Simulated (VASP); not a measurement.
# CdO (Fm-3m) in VASP: a series of runs

The runs below take CdO through single point, with PBE.

Everything below comes from runs of VASP 6.6.1. Logs are shortened: lines on timing, memory, paths and dates and some standing lists are left out, and cuts for length are marked.

## Step 1: The cell of the first run

The structure is cubic, space group Fm-3m (No. 225). Conventional cell: a = 4.696 Å, b = 4.696 Å, c = 4.696 Å, α = 90.00°, β = 90.00°, γ = 90.00°. Cd (site symmetry m-3m) has 6 O at 2.35 Å within 3.1 Å. O (site symmetry m-3m) has 6 Cd at 2.35 Å within 3.1 Å.

## Step 2: Single point, PBE

INCAR

```
SYSTEM = CdO
PREC = Accurate
ENCUT = 600
EDIFF = 1E-6
ISMEAR = 0
SIGMA = 0.05
LREAL = .FALSE.
LASPH = .TRUE.
NELM = 120
ALGO = Normal
ISIF = 2
LWAVE = .FALSE.
LCHARG = .TRUE.
GGA = PE
LELF = .TRUE.
LVHAR = .TRUE.
NBANDS = 16
GGA_COMPAT = .FALSE.
```

KPOINTS

```
Automatic mesh
0
G
  6 6 6
  0 0 0
```

POSCAR

```
CdO
1.0
    0.0000000000      2.3481500455      2.3481500455
    2.3481500455      0.0000000000      2.3481500455
    2.3481500455      2.3481500455      0.0000000000
Cd O
1 1
Direct
    0.0000000000      0.0000000000      0.0000000000
    0.5000000000      0.5000000000      0.5000000000
```

Potentials or basis: VASP PAW PBE potentials, release 64 (Cd, O).

On the command line:

```bash
cat potpaw_PBE.64/Cd/POTCAR potpaw_PBE.64/O/POTCAR > POTCAR
mpirun -np 1 vasp_std > vasp.out
```

OUTCAR:

```text
SYSTEM = CdO
   PREC = Accurate
   ENCUT = 600
   EDIFF = 1E-6
   ISMEAR = 0
   LREAL = .FALSE.
   LASPH = .TRUE.
   NELM = 120
   ISIF = 2
   GGA = PE

 ion  position               nearest neighbor table
   1  0.000  0.000  0.000-   2 2.35   2 2.35   2 2.35   2 2.35   2 2.35   2 2.35
   2  0.500  0.500  0.500-   1 2.35   1 2.35   1 2.35   1 2.35   1 2.35   1 2.35

  LATTYP: Found a face centered cubic cell.
 ALAT       =     4.6963000910

  Lattice vectors:

 A1 = (   0.0000000000,   2.3481500455,   2.3481500455)
 A2 = (   2.3481500455,   0.0000000000,   2.3481500455)
 A3 = (   2.3481500455,   2.3481500455,   0.0000000000)

Analysis of symmetry for initial positions (statically):
=====================================================================
 Subroutine PRICEL returns:
 Original cell was already a primitive cell.

 Routine SETGRP: Setting up the symmetry group for a
 face centered cubic supercell.

 Subroutine GETGRP returns: Found 48 space group operations
 (whereof 48 operations were pure point group operations)
 out of a pool of 48 trial point group operations.

The static configuration has the point symmetry O_h .

Analysis of symmetry for dynamics (positions and initial velocities):
=====================================================================
 Subroutine PRICEL returns:
 Original cell was already a primitive cell.

 Routine SETGRP: Setting up the symmetry group for a
 face centered cubic supercell.

 Subroutine GETGRP returns: Found 48 space group operations
 (whereof 48 operations were pure point group operations)
 out of a pool of 48 trial point group operations.

The dynamic configuration has the point symmetry O_h .

 Subroutine INISYM returns: Found 48 space group operations
 (whereof 48 operations are pure point group operations),
 and found     1 'primitive' translations

----------------------------------------------------------------------------------------

                                     Primitive cell

  volume of cell :      25.8945

  direct lattice vectors                    reciprocal lattice vectors
     0.000000000  2.348150046  2.348150046    -0.212933582  0.212933582  0.212933582
     2.348150046  0.000000000  2.348150046     0.212933582 -0.212933582  0.212933582
     2.348150046  2.348150046  0.000000000     0.212933582  0.212933582 -0.212933582

  length of vectors
     3.320785641  3.320785641  3.320785641     0.368811782  0.368811782  0.368811782

  position of ions in fractional coordinates (direct lattice)
     0.000000000  0.000000000  0.000000000
     0.500000000  0.500000000  0.500000000

  ion indices of the primitive-cell ions
   primitive index   ion index
                 1           1
                 2           2

----------------------------------------------------------------------------------------

 KPOINTS: Automatic mesh

Automatic generation of k-mesh.
 Grid dimensions read from file:
 generate k-points for:    6    6    6

 Generating k-lattice:

  Cartesian coordinates                     Fractional coordinates (reciprocal lattice)
    -0.035488930  0.035488930  0.035488930     0.166666667  0.000000000  0.000000000
     0.035488930 -0.035488930  0.035488930     0.000000000  0.166666667  0.000000000
     0.035488930  0.035488930 -0.035488930     0.000000000  0.000000000  0.166666667

  Length of vectors
     0.061468630  0.061468630  0.061468630

  Shift w.r.t. Gamma in fractional coordinates (k-lattice)
     0.000000000  0.000000000  0.000000000

 Subroutine IBZKPT returns following result:
 ===========================================

 Found     16 irreducible k-points:

 Following reciprocal coordinates:
            Coordinates               Weight
  0.000000  0.000000  0.000000      1.000000
  0.166667  0.000000  0.000000      8.000000
  0.333333  0.000000  0.000000      8.000000
  0.500000  0.000000  0.000000      4.000000
  0.166667  0.166667  0.000000      6.000000
  0.333333  0.166667  0.000000     24.000000
[... 8 lines left out ...]
 -0.333333  0.333333  0.166667     24.000000
 -0.333333  0.500000  0.166667     12.000000
   k-points           NKPTS =     16   k-points in BZ     NKDIM =     16   number of bands    NBANDS=     16
   number of dos      NEDOS =    301   number of ions     NIONS =      2
   total plane-waves  NPLWV =  21952
   dimension x,y,z NGX =    28 NGY =   28 NGZ =   28
   dimension x,y,z NGXF=    56 NGYF=   56 NGZF=   56
   ions per type =               1   1
   NGX,Y,Z   is equivalent  to a cutoff of  14.02, 14.02, 14.02 a.u.
   NGXF,Y,Z  is equivalent  to a cutoff of  28.03, 28.03, 28.03 a.u.
 SYSTEM =  CdO
   PREC   = accura    normal or accurate (medium, high low for compatibility)
   ISTART =      0    job   : 0-new  1-cont  2-samecut
   ICHARG =      2    charge: 1-file 2-atom 10-const
   ISPIN  =      1    spin polarized calculation?
   LNONCOLLINEAR =      F non collinear calculations
   LSORBIT =      F    spin-orbit coupling
   LASPH  =      T    aspherical Exc in radial PAW
   ENCUT  =  600.0 eV  44.10 Ry    6.64 a.u.   6.63  6.63  6.63*2*pi/ulx,y,z
   NELM   =    120;   NELMIN=  2; NELMDL= -5     # of ELM steps
   EDIFF  = 0.1E-05   stopping-criterion for ELM
   LREAL  =      F    real-space projection
   EDIFFG = 0.1E-04   stopping-criterion for IOM
   NSW    =      0    number of steps for IOM
   IBRION =     -1    ionic relax: 0-MD 1-quasi-New 2-CG
   NFREE  =      0    steps in history (QN), initial steepest desc. (CG)
   ISIF   =      2    stress and relaxation
   ISYM   =      2    0-nonsym 1-usesym 2-fastsym
   POTIM  = 0.5000    time-step for ionic-motion
   TEBEG  =    0.0;   TEEND  =   0.0 temperature during run
   PSTRESS=    0.0 pullay stress
   NELECT =      18.0000    total number of electrons
   NUPDOWN=      -1.0000    fix difference up-down
   EMIN   =  10.00;   EMAX   =-10.00  energy-range for DOS
   EFERMI =   0.00;   METHOD = LEGACY
   ISMEAR =     0;   SIGMA  =   0.05  broadening in eV -4-tet -1-fermi 0-gaus
   EFERMI_NEDOS =   21; number of points for ismear=-14 and -15
   IALGO  =     38    algorithm
   IMIX   =      4    mixing-type and parameters
     AMIX     =   0.40;   BMIX     =  1.00
     AMIX_MAG =   1.60;   BMIX_MAG =  1.00
  volume/ion in A,a.u.               =      12.95        87.37
  Fermi-wavevector in a.u.,A,eV,Ry     =   1.450206  2.740493 28.614394  2.103099
  Thomas-Fermi vector in A             =   2.567845
   LORBIT       =      0    0 simple, 1 ext, 2 COOP (PROOUT), +10 PAW based schemes
   GGA     = PE    functional components
   LHFCALC =     F    Hartree Fock is set to
   AEXX    =    0.0000 exact exchange contribution
   IVDW    =     0    specifies the selected vdW correction
   LEPSILON=     F    determine dielectric tensor
   LRPA    =     F    only Hartree local field effects (RPA)
 non-spin polarized calculation
 Gauss-broadening in eV      SIGMA  =   0.05
  energy-cutoff  :      600.00
  volume of cell :       25.89
 maximum number of plane-waves:       881
 NGX is ok and might be reduce to    28
   NGX = 13   NGY = 13   NGZ = 13

 number of electron      18.0000002 magnetization

 Free energy of the ion-electron system (eV)
  ---------------------------------------------------
  ext. energy  EPLUGINS =         0.00000000
  ---------------------------------------------------
  free energy    TOTEN  =        -7.69597104 eV

  energy without entropy =       -7.69542675  energy(sigma->0) =       -7.69569890

 E-fermi :   2.0909     XC(G=0): -11.7095

 val. band max:        2.0500524633   @ k =   0.5000   0.0000   0.0000
 cond. band min:       3.5766156320   @ k =   0.1667   0.0000   0.0000
 fundamental gap:      1.5265631686
 Fermi energy:         2.0908554729

 k-point     1 :       0.0000    0.0000    0.0000
  band No.  band energies     occupation
      1     -15.3302      2.00000
      2      -4.6562      2.00000
      3      -4.6562      2.00000
      4      -4.6562      2.00000
      5      -4.3492      2.00000
      6      -4.3492      2.00000
[... 8 lines left out ...]
     15      20.2666      0.00000
     16      20.2666      0.00000

 k-point     2 :       0.1667    0.0000    0.0000
  band No.  band energies     occupation
      1     -15.1462      2.00000
      2      -4.7843      2.00000
      3      -4.6896      2.00000
      4      -4.6896      2.00000
      5      -4.4399      2.00000
      6      -4.4399      2.00000
[... 8 lines left out ...]
     15      20.9206      0.00000
     16      20.9206      0.00000

 k-point     3 :       0.3333    0.0000    0.0000
  band No.  band energies     occupation
      1     -14.7482      2.00000
      2      -5.2688      2.00000
      3      -5.0698      2.00000
      4      -5.0698      2.00000
      5      -4.2282      2.00000
      6      -4.2282      2.00000
[... 8 lines left out ...]
     15      22.5039      0.00000
     16      22.5039      0.00000

 k-point     4 :       0.5000    0.0000    0.0000
  band No.  band energies     occupation
      1     -14.5308      2.00000
      2      -5.6172      2.00000
      3      -5.2522      2.00000
      4      -5.2522      2.00000
      5      -4.1000      2.00000
      6      -4.1000      2.00000
[... 8 lines left out ...]
     15      23.3272      0.00000
     16      24.1184      0.00000
[... 172 lines left out ...]
 k-point    14 :       0.5000    0.3333    0.1667
  band No.  band energies     occupation
      1     -14.6537      2.00000
      2      -5.0118      2.00000
      3      -4.9292      2.00000
      4      -4.8416      2.00000
      5      -4.1966      2.00000
      6      -4.0052      2.00000
[... 8 lines left out ...]
     15      23.2025      0.00000
     16      25.9294      0.00000

 k-point    15 :      -0.3333    0.3333    0.1667
  band No.  band energies     occupation
      1     -14.5678      2.00000
      2      -5.0887      2.00000
      3      -4.8462      2.00000
      4      -4.8110      2.00000
      5      -4.0586      2.00000
      6      -3.9978      2.00000
[... 8 lines left out ...]
     15      21.2350      0.00000
     16      26.9031      0.00000

 k-point    16 :      -0.3333    0.5000    0.1667
  band No.  band energies     occupation
      1     -14.6067      2.00000
      2      -4.9823      2.00000
      3      -4.6621      2.00000
      4      -4.4922      2.00000
      5      -3.9605      2.00000
      6      -3.7445      2.00000
[... 8 lines left out ...]
     15      23.3460      0.00000
     16      26.5960      0.00000

------------------------ aborting loop because EDIFF is reached ----------------------------------------

  FORCE on cell =-STRESS in cart. coord.  units (eV):
  Direction    XX          YY          ZZ          XY          YZ          ZX
  --------------------------------------------------------------------------------------
  -------------------------------------------------------------------------------------
  Total        1.2416468      1.2416468      1.2416468      0.0000000      0.0000000     -0.0000000
  in kB       76.8247418     76.8247418     76.8247418      0.0000000      0.0000000     -0.0000000
  external PRESSURE =      76.8247418 kB  Pullay stress =       0.0000000 kB

 VOLUME and BASIS-vectors are now :
 -----------------------------------------------------------------------------
  energy-cutoff  :      600.00
  volume of cell :       25.89
      direct lattice vectors                 reciprocal lattice vectors
     0.000000000  2.348150046  2.348150046    -0.212933582  0.212933582  0.212933582
     2.348150046  0.000000000  2.348150046     0.212933582 -0.212933582  0.212933582
     2.348150046  2.348150046  0.000000000     0.212933582  0.212933582 -0.212933582

 POSITION                                       TOTAL-FORCE (eV/Angst)
 -----------------------------------------------------------------------------------
      0.00000      0.00000      0.00000         0.000000      0.000000      0.000000
      2.34815      2.34815      2.34815        -0.000000     -0.000000     -0.000000
 -----------------------------------------------------------------------------------
    total drift:                                0.000000      0.000000      0.000000

  FREE ENERGIE OF THE ION-ELECTRON SYSTEM (eV)
  ---------------------------------------------------
  free  energy   TOTEN  =        -7.6959710412 eV

  energy  without entropy=       -7.6954267500  energy(sigma->0) =       -7.69569890
```

It took 9.5 s on 1 thread of Intel Xeon Platinum 8488C (Sapphire Rapids), shared host; peak memory 0.15 GiB.

Results:

```
Free energy            : -7.6960 eV
Pressure               : 7.7 GPa
Band gap on the k mesh : zero (band 9 reaches 2.05 eV, above the bottom of band 10 at 1.63 eV)
```

Levels at points of the mesh, in eV from the Fermi level:
| k point | band 5 | band 6 | band 7 | band 8 | band 9 | band 10 | band 11 | band 12 | band 13 | band 14 |
| --- | --- | --- | --- | --- | --- | --- | --- | --- | --- | --- |
| (0.00, 0.00, 0.00) | -6.44 | -6.44 | -1.38 | -1.38 | -1.38 | -0.46 | 14.96 | 17.01 | 17.01 | 17.01 |
| (0.50, 0.00, 0.00) | -6.19 | -6.19 | -3.85 | -0.04 | -0.04 | 4.41 | 7.29 | 11.93 | 11.93 | 17.74 |
| (0.50, 0.50, 0.00) | -6.05 | -5.74 | -4.38 | -2.35 | -2.35 | 3.86 | 8.53 | 11.19 | 13.34 | 13.34 |

Caveat: the k points lie up to 0.39 Å⁻¹ apart.

## Step 3: Single point, PBE

INCAR

```
ALGO = Normal
EDIFF = 1E-6
ENCUT = 600
GGA = PE
GGA_COMPAT = F
ISIF = 2
ISMEAR = 0
LASPH = T
LCHARG = F
LREAL = F
LWAVE = F
NBANDS = 16
NELM = 120
PREC = Accurate
SIGMA = 0.05
```

KPOINTS

```
k-points
0
Gamma
  8 8 8
```

POSCAR is that of step 2.

Potentials or basis: VASP PAW PBE potentials, release 64 (Cd, O).

On the command line:

```bash
cat potpaw_PBE.64/Cd/POTCAR potpaw_PBE.64/O/POTCAR > POTCAR
mpirun -np 1 vasp_std > vasp.out
```

Run time: 14 s. Hardware: 1 thread of Intel Xeon Platinum 8488C (Sapphire Rapids), shared host; peak memory 0.16 GiB.

It converged, with:

```
Free energy            : -7.6965 eV
Pressure               : 7.6 GPa
Band gap on the k mesh : zero (band 9 reaches 2.05 eV, above the bottom of band 10 at 1.63 eV)
```

Levels at points of the mesh, in eV from the Fermi level:
```
           k point  band 6  band 7  band 8  band 9  band 10  band 11  band 12  band 13
(0.00, 0.00, 0.00)   -6.44   -1.38   -1.38   -1.38    -0.47    14.95    17.01    17.01
(0.50, 0.00, 0.00)   -6.19   -3.85   -0.04   -0.04     4.41     7.29    11.93    11.93
(0.50, 0.50, 0.00)   -5.74   -4.38   -2.35   -2.35     3.86     8.52    11.19    13.34
```

[end of part 1 of 2]
